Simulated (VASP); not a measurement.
# TaN (P-6m2) in VASP: notebook

TaN is run at these levels: PBE; tasks: single point.

Everything below comes from runs of VASP 6.6.1. Logs are shortened: lines on timing, memory, paths and dates and some standing lists are left out, and cuts for length are marked.

## Step 1: The cell of the first run

It takes space group P-6m2 (No. 187, hexagonal). Conventional cell: a = 2.957 Å, b = 2.957 Å, c = 2.902 Å, α = 90.00°, β = 90.00°, γ = 120.00°. Ta (site symmetry -6m2) has 6 N at 2.24 Å and 8 Ta at 2.90 to 2.96 Å within 3.0 Å. Within 3.0 Å of N (site symmetry -6m2) lie 6 Ta at 2.24 Å and 8 N at 2.90 to 2.96 Å.

## Step 2: Single point, PBE (volume scaled by 1.02)

Input file INCAR:

```
PREC = Accurate
ENCUT = 520
EDIFF = 1E-6
ISMEAR = -1
SIGMA = 0.05
LREAL = False
LASPH = True
NELM = 80
ALGO = Normal
ISIF = 2
LWAVE = False
LCHARG = False
GGA = PE
NBANDS = 15
```

Input file KPOINTS:

```
regular mesh
0
Gamma
  10 10 9
```

Input file POSCAR:

```
TaN
1.0
    2.9574575207      0.0000000000      0.0000000000
   -1.4787287603      2.5612333435      0.0000000000
    0.0000000000      0.0000000000      2.9020932717
Ta N
1 1
Direct
    0.0000000000      0.0000000000      0.5000000000
    0.6666666667      0.3333333333      0.0000000000
```

Potentials or basis: VASP PAW PBE potentials, release 64 (Ta_pv, N).

Run with:

```console
$ cat potpaw_PBE.64/Ta_pv/POTCAR potpaw_PBE.64/N/POTCAR > POTCAR
$ mpirun -np 1 vasp_std > vasp.out
```

OUTCAR:

```text
PREC = Accurate
   ENCUT = 520
   EDIFF = 1E-6
   ISMEAR = -1
   LREAL = False
   LASPH = True
   NELM = 80
   ISIF = 2
   GGA = PE

 ion  position               nearest neighbor table
   1  0.000  0.000  0.500-   2 2.24   2 2.24   2 2.24   2 2.24   2 2.24   2 2.24
   2  0.667  0.333  0.000-   1 2.24   1 2.24   1 2.24   1 2.24   1 2.24   1 2.24

  LATTYP: Found a hexagonal cell.
 ALAT       =     2.9574575207
 C/A-ratio  =     0.9812797822

  Lattice vectors:

 A1 = (   2.9574575207,   0.0000000000,   0.0000000000)
 A2 = (  -1.4787287603,   2.5612333435,   0.0000000000)
 A3 = (   0.0000000000,   0.0000000000,   2.9020932717)

Analysis of symmetry for initial positions (statically):
=====================================================================
 Subroutine PRICEL returns:
 Original cell was already a primitive cell.

 Routine SETGRP: Setting up the symmetry group for a
 hexagonal supercell.

 Subroutine GETGRP returns: Found 12 space group operations
 (whereof 12 operations were pure point group operations)
 out of a pool of 24 trial point group operations.

The static configuration has the point symmetry D_3h.

Analysis of symmetry for dynamics (positions and initial velocities):
=====================================================================
 Subroutine PRICEL returns:
 Original cell was already a primitive cell.

 Routine SETGRP: Setting up the symmetry group for a
 hexagonal supercell.

 Subroutine GETGRP returns: Found 12 space group operations
 (whereof 12 operations were pure point group operations)
 out of a pool of 24 trial point group operations.

The dynamic configuration has the point symmetry D_3h.

 Subroutine INISYM returns: Found 12 space group operations
 (whereof 12 operations are pure point group operations),
 and found     1 'primitive' translations

----------------------------------------------------------------------------------------

                                     Primitive cell

  volume of cell :      21.9826

  direct lattice vectors                    reciprocal lattice vectors
     2.957457521  0.000000000  0.000000000     0.338128272  0.195218449  0.000000000
    -1.478728760  2.561233344  0.000000000     0.000000000  0.390436897  0.000000000
     0.000000000  0.000000000  2.902093272     0.000000000  0.000000000  0.344578863

  length of vectors
     2.957457521  2.957457521  2.902093272     0.390436897  0.390436897  0.344578863

[... 84 lines left out ...]
   IBRION =     -1    ionic relax: 0-MD 1-quasi-New 2-CG
   NFREE  =      0    steps in history (QN), initial steepest desc. (CG)
   ISIF   =      2    stress and relaxation
   ISYM   =      2    0-nonsym 1-usesym 2-fastsym
   POTIM  = 0.5000    time-step for ionic-motion
   TEBEG  =    0.0;   TEEND  =   0.0 temperature during run
   PSTRESS=    0.0 pullay stress
   NELECT =      16.0000    total number of electrons
   NUPDOWN=      -1.0000    fix difference up-down
   EMIN   =  10.00;   EMAX   =-10.00  energy-range for DOS
   EFERMI =   0.00;   METHOD = LEGACY
   ISMEAR =    -1;   SIGMA  =   0.05  broadening in eV -4-tet -1-fermi 0-gaus
   EFERMI_NEDOS =   21; number of points for ismear=-14 and -15
   IALGO  =     38    algorithm
   IMIX   =      4    mixing-type and parameters
     AMIX     =   0.40;   BMIX     =  1.00
     AMIX_MAG =   1.60;   BMIX_MAG =  1.00
  volume/ion in A,a.u.               =      10.99        74.17
  Fermi-wavevector in a.u.,A,eV,Ry     =   1.472612  2.782834 29.505425  2.168588
  Thomas-Fermi vector in A             =   2.587606
   LORBIT       =      0    0 simple, 1 ext, 2 COOP (PROOUT), +10 PAW based schemes
   GGA     = PE    functional components
   LHFCALC =     F    Hartree Fock is set to
   AEXX    =    0.0000 exact exchange contribution
   IVDW    =     0    specifies the selected vdW correction
   LEPSILON=     F    determine dielectric tensor
   LRPA    =     F    only Hartree local field effects (RPA)
 non-spin polarized calculation
  energy-cutoff  :      520.00
  volume of cell :       21.98
 maximum number of plane-waves:       617
 NGX is ok and might be reduce to    24
   NGX = 11   NGY = 11   NGZ = 11

 number of electron      16.0000001 magnetization

 Free energy of the ion-electron system (eV)
  ---------------------------------------------------
  ext. energy  EPLUGINS =         0.00000000
  ---------------------------------------------------
  free energy    TOTEN  =       -22.44642852 eV

  energy without entropy =      -22.44609756  energy(sigma->0) =      -22.44626304

 E-fermi :   8.1106     XC(G=0): -13.2373

 val. band max:        7.9893667394   @ k =   0.0000   0.0000   0.4444
 cond. band min:       8.2757297305   @ k =   0.0000   0.0000   0.3333
 fundamental gap:      0.2863629912
 Fermi energy:         8.1106155275

 k-point     1 :       0.0000    0.0000    0.0000
  band No.  band energies     occupation
      1     -26.8591      2.00000
      2     -26.6046      2.00000
      3     -26.6046      2.00000
      4      -9.5825      2.00000
      5       3.5708      2.00000
      6       3.5708      2.00000
      7       3.9294      2.00000
      8       5.1457      2.00000
      9      10.1108      0.00000
     10      11.5415      0.00000
     11      11.5415      0.00000
     12      11.9387      0.00000
     13      11.9387      0.00000
     14      21.0179      0.00000
[... 401 lines left out ...]
      2     -26.8653      2.00000
      3     -26.8190      2.00000
      4      -7.3683      2.00000
      5       0.1279      2.00000
      6       2.7550      2.00000
      7       3.9399      2.00000
      8       5.8269      2.00000
      9      10.5669      0.00000
     10      11.5576      0.00000
     11      12.4506      0.00000
     12      13.7050      0.00000
     13      16.8138      0.00000
     14      19.6245      0.00000
     15      21.3432      0.00000

 [... further k-points ...]
[... 5 lines left out ...]
  --------------------------------------------------------------------------------------
  -------------------------------------------------------------------------------------
  Total       -0.2220574     -0.2220574     -0.1639184     -0.0000000      0.0000000      0.0000000
  in kB      -16.1844109    -16.1844109    -11.9470075     -0.0000000      0.0000000      0.0000000
  external PRESSURE =     -14.7719431 kB  Pullay stress =       0.0000000 kB

 VOLUME and BASIS-vectors are now :
 -----------------------------------------------------------------------------
  energy-cutoff  :      520.00
  volume of cell :       21.98
      direct lattice vectors                 reciprocal lattice vectors
     2.957457521  0.000000000  0.000000000     0.338128272  0.195218449  0.000000000
    -1.478728760  2.561233344  0.000000000     0.000000000  0.390436897  0.000000000
     0.000000000  0.000000000  2.902093272     0.000000000  0.000000000  0.344578863

 POSITION                                       TOTAL-FORCE (eV/Angst)
 -----------------------------------------------------------------------------------
      0.00000      0.00000      1.45105        -0.000000      0.000000      0.000000
      1.47873      0.85374      0.00000         0.000000      0.000000      0.000000
 -----------------------------------------------------------------------------------
    total drift:                               -0.000000      0.000000      0.000000

  FREE ENERGIE OF THE ION-ELECTRON SYSTEM (eV)
  ---------------------------------------------------
  free  energy   TOTEN  =       -22.4464285241 eV

  energy  without entropy=      -22.4460975622  energy(sigma->0) =      -22.44626304
```

Run time: 6.7 s. Hardware: 1 thread of Intel Xeon 6975P-C (Granite Rapids), shared host; peak memory 0.15 GiB.

Results:

```
Free energy            : -22.4464 eV
Pressure               : -1.5 GPa
Band gap on the k mesh : zero (band 8 reaches 8.28 eV, above the bottom of band 9 at 7.99 eV)
```

Stress tensor (GPa, compression positive):
```
-1.62  0.00  0.00
 0.00 -1.62  0.00
 0.00  0.00 -1.19
```

Caveat: spin-orbit coupling is left out, which moves the levels of the heavy elements.

## Step 3: Single point, PBE (volume scaled by 1.04)

Input file INCAR:

```
ALGO     = Normal         # electronic algorithm
EDIFF    = 1E-6           # SCF threshold, eV
ENCUT    = 520            # plane-wave cutoff, eV
GGA      = PE             # functional
ISIF     = 2              # what is computed and relaxed
ISMEAR   = -1             # smearing method
LASPH    = T              # aspherical terms in the spheres
LCHARG   = T              # write CHGCAR
LELF     = T              # ELF
LREAL    = F              # projectors in reciprocal space
LVHAR    = T            
LWAVE    = F              # write WAVECAR
NBANDS   = 15             # bands
NELM     = 80             # most SCF steps
PREC     = Accurate       # precision mode
SIGMA    = 0.05           # smearing width, eV
```

Input file KPOINTS:

```
k-points
0
Gamma
  10 10 9
```

Input file POSCAR:

```
TaN
1.0
    2.9766623284      0.0000000000      0.0000000000
   -1.4883311642      2.5778651949      0.0000000000
    0.0000000000      0.0000000000      2.9209385612
Ta N
1 1
Direct
    0.0000000000      0.0000000000      0.5000000000
    0.6666666667      0.3333333333      0.0000000000
```

Potentials or basis: VASP PAW PBE potentials, release 64 (Ta_pv, N).

Run with:

```console
$ cat potpaw_PBE.64/Ta_pv/POTCAR potpaw_PBE.64/N/POTCAR > POTCAR
$ mpirun -np 1 vasp_std > vasp.out
```

OUTCAR:

```text
EDIFF = 1E-6
   ENCUT = 520
   GGA = PE
   ISIF = 2
   ISMEAR = -1
   LASPH = T
   LREAL = F
   NELM = 80
   PREC = Accurate

 ion  position               nearest neighbor table
   1  0.000  0.000  0.500-   2 2.26   2 2.26   2 2.26   2 2.26   2 2.26   2 2.26
   2  0.667  0.333  0.000-   1 2.26   1 2.26   1 2.26   1 2.26   1 2.26   1 2.26

  LATTYP: Found a hexagonal cell.
 ALAT       =     2.9766623284
 C/A-ratio  =     0.9812797822

[... 617 lines left out ...]
     15      21.0709      0.00000

 [... further k-points ...]

------------------------ aborting loop because EDIFF is reached ----------------------------------------

  FORCE on cell =-STRESS in cart. coord.  units (eV):
  Direction    XX          YY          ZZ          XY          YZ          ZX
  --------------------------------------------------------------------------------------
  -------------------------------------------------------------------------------------
  Total       -1.0587278     -1.0587278     -1.0996410      0.0000000      0.0000000      0.0000000
  in kB      -75.6802775    -75.6802775    -78.6048461      0.0000000      0.0000000      0.0000000
  external PRESSURE =     -76.6551337 kB  Pullay stress =       0.0000000 kB

 VOLUME and BASIS-vectors are now :
 -----------------------------------------------------------------------------
  energy-cutoff  :      520.00
  volume of cell :       22.41
      direct lattice vectors                 reciprocal lattice vectors
     2.976662328  0.000000000  0.000000000     0.335946738  0.193958940  0.000000000
    -1.488331164  2.577865195  0.000000000     0.000000000  0.387917879  0.000000000
     0.000000000  0.000000000  2.920938561     0.000000000  0.000000000  0.342355712

 POSITION                                       TOTAL-FORCE (eV/Angst)
 -----------------------------------------------------------------------------------
      0.00000      0.00000      1.46047        -0.000000      0.000000      0.000000
      1.48833      0.85929      0.00000         0.000000      0.000000      0.000000
 -----------------------------------------------------------------------------------
    total drift:                               -0.000000      0.000000      0.000000

  FREE ENERGIE OF THE ION-ELECTRON SYSTEM (eV)
  ---------------------------------------------------
  free  energy   TOTEN  =       -22.4343032893 eV

  energy  without entropy=      -22.4339529457  energy(sigma->0) =      -22.43412812
```

OSZICAR:

```text
N       E                     dE             d eps       ncg     rms          rms(c)
DAV:   1     0.943498053144E+02    0.94350E+02   -0.87852E+03  2100   0.111E+03
DAV:   2    -0.219278054696E+02   -0.11628E+03   -0.10998E+03  2548   0.304E+02
DAV:   3    -0.250028170346E+02   -0.30750E+01   -0.30619E+01  2282   0.481E+01
DAV:   4    -0.250162122820E+02   -0.13395E-01   -0.13392E-01  2842   0.344E+00
DAV:   5    -0.250162938025E+02   -0.81520E-04   -0.81517E-04  2331   0.255E-01    0.217E+01
DAV:   6    -0.225470468132E+02    0.24692E+01   -0.41445E+00  2668   0.237E+01    0.901E+00
DAV:   7    -0.224644825070E+02    0.82564E-01   -0.55383E-01  2429   0.625E+00    0.647E+00
DAV:   8    -0.224427291400E+02    0.21753E-01   -0.18717E-01  2555   0.368E+00    0.160E+00
DAV:   9    -0.224343140417E+02    0.84151E-02   -0.18421E-02  2289   0.113E+00    0.196E-01
DAV:  10    -0.224343550586E+02   -0.41017E-04   -0.11391E-03  2555   0.371E-01    0.100E-01
DAV:  11    -0.224343039690E+02    0.51090E-04   -0.65940E-05  2408   0.834E-02    0.163E-02
DAV:  12    -0.224343032893E+02    0.67973E-06   -0.84047E-06  2436   0.260E-02
   1 F= -.22434303E+02 E0= -.22434128E+02  d E =-.350344E-03
```

stdout:

```text
POSCAR found type information on POSCAR TaN
 POSCAR found :  2 types and       2 ions
 scaLAPACK will be used
 LDA part: xc-table for (Slater+PW92), standard interpolation
 POSCAR, INCAR and KPOINTS ok, starting setup
 FFT: planning ... GRIDC
 FFT: planning ... GRID_SOFT
 FFT: planning ... GRID
 WAVECAR not read
 entering main loop
```

Wall time 6.9 s (1 thread of Intel Xeon 6975P-C (Granite Rapids), shared host); peak memory 0.15 GiB.

Results:

| Quantity | Value |
| --- | --- |
| Free energy | -22.4343 eV |
| Pressure | -7.7 GPa |
| Band gap on the k mesh | zero (band 8 reaches 8.07 eV, above the bottom of band 9 at 7.79 eV) |

Stress tensor (GPa, compression positive):
```
-7.57  0.00  0.00
 0.00 -7.57  0.00
 0.00  0.00 -7.86
```

Caveat: spin-orbit coupling is left out, which moves the levels of the heavy elements.

## Step 4: Single point, PBE (volume scaled by 1.06)

Input file INCAR:

```
SYSTEM = TaN
PREC = Accurate ; ENCUT = 520
EDIFF = 1E-7 ; ISMEAR = -1
SIGMA = 0.05 ; LREAL = .FALSE.
LASPH = .TRUE. ; NELM = 100
ALGO = Normal ; ISIF = 2
LWAVE = .FALSE. ; LCHARG = .TRUE.
GGA = PE ; LELF = .TRUE.
LVHAR = .TRUE. ; NBANDS = 15
```

Input file KPOINTS:

```
Automatic mesh
0
G
  10 10 9
  0 0 0
```

Input file POSCAR:

```
TaN
1.0
    2.9956224723      0.0000000000      0.0000000000
   -1.4978112361      2.5942851611      0.0000000000
    0.0000000000      0.0000000000      2.9395437670
Ta N
1 1
Direct
    0.0000000000      0.0000000000      0.5000000000
    0.6666666667      0.3333333333      0.0000000000
```

Run with:

```console
$ cat potpaw_PBE.64/Ta_pv/POTCAR potpaw_PBE.64/N/POTCAR > POTCAR
$ mpirun -np 1 vasp_std > vasp.out
```

Run time: 8.5 s. Hardware: 1 thread of Intel Xeon 6975P-C (Granite Rapids), shared host; peak memory 0.15 GiB.

The run converged. Its results:

| Property | Result |
| --- | --- |
| Free energy | -22.4064 eV |
| Pressure | -13.2 GPa |
| Band gap on the k mesh | zero (band 8 reaches 7.87 eV, above the bottom of band 9 at 7.60 eV) |

Stress tensor (GPa, compression positive):
```
-12.93   0.00   0.00
  0.00 -12.93   0.00
  0.00   0.00 -13.86
```

Levels at points of the mesh, in eV from the Fermi level:
```csv
k point,band 5,band 6,band 7,band 8,band 9,band 10,band 11,band 12
"(0.00, 0.00, 0.00)",-4.37,-4.37,-4.01,-2.91,1.72,3.26,3.26,3.62
"(0.50, 0.00, 0.00)",-8.01,-4.97,-3.30,-3.13,2.72,3.62,4.82,4.83
```

Caveat: spin-orbit coupling is left out, which moves the levels of the heavy elements.

## Step 5: The runs side by side

| cell | gap on the mesh (eV) | pressure (GPa) |
| --- | --- | --- |
| a = 2.957, b = 2.957, c = 2.902 Å, angles 90.0, 90.0, 120.0°, 2 atoms | none | -1.5 |
| a = 2.977, b = 2.977, c = 2.921 Å, angles 90.0, 90.0, 120.0°, 2 atoms | none | -7.7 |
| a = 2.996, b = 2.996, c = 2.940 Å, angles 90.0, 90.0, 120.0°, 2 atoms | none | -13.2 |

Alike in all rows: task single point; level PBE; potentials or basis VASP PAW PBE potentials, release 64 (Ta_pv, N); no spin polarisation; k mesh 10 × 10 × 9; cutoff (eV) 520; smearing fermi-dirac 0.05 eV.

Caveats: spin-orbit coupling is left out, which moves the levels of the heavy elements.

Absolute energies hang on the potentials; compare differences alone.
